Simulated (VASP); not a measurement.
GeSb4Te4, 9 atoms in the cell. The structure is monoclinic, space group Cm (No. 8). Conventional cell: a = 7.500 Å, b = 4.330 Å, c = 17.649 Å, α = 90.00°, β = 90.00°, γ = 90.00°. Ge (site symmetry m) has 6 Te at 2.99 to 3.04 Å within 3.9 Å. Within 3.9 Å of Sb (site symmetry m) lie 3 Sb at 2.94 Å and 3 Te at 3.64 to 3.66 Å. Sb (site symmetry m) has 3 Sb at 2.94 Å and 3 Te at 3.62 to 3.64 Å within 3.9 Å. Sb (site symmetry m) has 6 Te at 3.00 to 3.23 Å within 4.0 Å. Sb (site symmetry m) has 6 Te at 3.03 to 3.21 Å within 4.0 Å. Te (site symmetry m) has 3 Ge at 2.99 to 3.02 Å and 3 Sb at 3.21 to 3.23 Å within 3.9 Å. Te (site symmetry m) has 3 Ge at 3.01 to 3.04 Å and 3 Sb at 3.18 to 3.21 Å within 4.0 Å. Te (site symmetry m) has 6 Sb at 3.00 to 3.66 Å within 4.0 Å.  This cell differs from its parent crystal: all Te atoms moved +0.025 Å, as atom 6 towards its neighbour atom 1 (Ge) at 3.015 Å.

```yaml
Program: VASP 6.6.1
Task: single point
Functional: PBE
Potentials_or_basis: VASP PAW PBE potentials, release 64 (Ge_d, Sb, Te)
Cutoff: 520 eV
k_mesh: 12 × 12 × 2
Occupations: gaussian, width 0.03 eV
Spin: no spin polarisation
Dipole_correction: no
Further_INCAR_settings: ALGO = Normal; EDIFF = 1e-06; NBANDS = 39
```

Potentials or basis: VASP PAW PBE potentials, release 64 (Ge_d, Sb, Te).

Command:

```console
$ cat potpaw_PBE.64/Ge_d/POTCAR potpaw_PBE.64/Sb/POTCAR potpaw_PBE.64/Te/POTCAR > POTCAR
$ mpirun -np 1 vasp_std > vasp.out
```

Hardware: 1 thread of Oxide Virtual Turin-like Processor (shared host).

Question: How long does it take, and how much memory?

Answer: It took 27 min on 1 thread of Oxide Virtual Turin-like Processor (shared host), peak memory 0.92 GiB. Counts: scf iterations 15, k points 86.
